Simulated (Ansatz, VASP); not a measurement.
## LiW in VASP and in Ansatz

File POSCAR:

```
LiW
1.0
    0.0000000000      3.1357540000      3.1357540000
    3.1357540000      0.0000000000      3.1357540000
    3.1357540000      3.1357540000      0.0000000000
Li W
2 2
Direct
    0.0000000000      0.0000000000      0.0000000000
    0.2500000000      0.2500000000      0.2500000000
    0.5000000000      0.5000000000      0.5000000000
    0.7500000000      0.7500000000      0.7500000000
```

The input INCAR.step1:

```
SYSTEM = LiW
PREC = Accurate
ENCUT = 600
ISMEAR = 0
SIGMA = 0.0753
LREAL = .False.
LASPH = .True.
NELM = 60
GGA = PE
ALGO = Normal
EDIFF = 1E-4
LWAVE = .True.
LCHARG = .False.
```

Contents of INCAR.step2:

```
SYSTEM = LiW
PREC = Accurate
ENCUT = 600
EDIFF = 1E-6
ISMEAR = 0
SIGMA = 0.0753
LREAL = .False.
LASPH = .True.
NELM = 60
ALGO = Normal
ISIF = 3
LWAVE = .False.
LCHARG = .False.
METAGGA = R2SCAN
LMIXTAU = .True.
IBRION = 2
NSW = 60
EDIFFG = -0.01
ISTART = 1
```

File KPOINTS:

```
regular mesh
0
Gamma
  5 5 5
  0 0 0
```

Input for Ansatz:

```yaml
crystal:
  lattice:
    - [0.0, 3.135754, 3.135754]
    - [3.135754, 0.0, 3.135754]
    - [3.135754, 3.135754, 0.0]
  atoms:
    - { symbol: Li, position: [0.0, 0.0, 0.0] }
    - { symbol: Li, position: [0.25, 0.25, 0.25] }
    - { symbol: W, position: [0.5, 0.5, 0.5] }
    - { symbol: W, position: [0.75, 0.75, 0.75] }
  symmetry: { tolerance: 0.0003 }
kpoints:
  mp_grid: { grid: [5, 5, 5], shift: [0, 0, 0] }
magnetization:
  spin_polarized: false
scf:
  occupations: { method: gaussian, width: 0.0753 }
hamiltonian:
  pseudopotentials: { kind: paw }
  xc: r2scan
basis:
  ecutwfc: 500
output:
  forces: true
  stress: true
  eigenvalues: true
relax:
  max_steps: 40
  cell: {}
```

Alike in both runs: task relaxation of cell and atoms; functional r2SCAN; k mesh 5 × 5 × 5; occupations gaussian, width 0.0753 eV; no spin polarisation.

```csv
,VASP,Ansatz
version,VASP 6.6.1,Ansatz 0.2.0
potentials or method,"VASP PAW PBE potentials, release 64 (Li_sv, W_sv), cutoff 600 eV",PAW plane waves
valence electrons in the cell,34,34
```

```tsv
	VASP	Ansatz	Ansatz less VASP
gap on the k mesh at the Fermi level, each at its own relaxed structure (eV)	none	none	-
relaxed volume (Å³/atom)	14.81	14.75	-0.063
relaxed cell length with the largest relative difference (Å)	4.376	4.370	-0.0062
```

VASP's potentials were made for PBE, not for r2SCAN. A gap of «none» marks a metal or a gap that the smearing closes.

Spin-orbit coupling is off throughout. Noted on VASP's run: the cutoff is short for stress, so the pressure is rough.
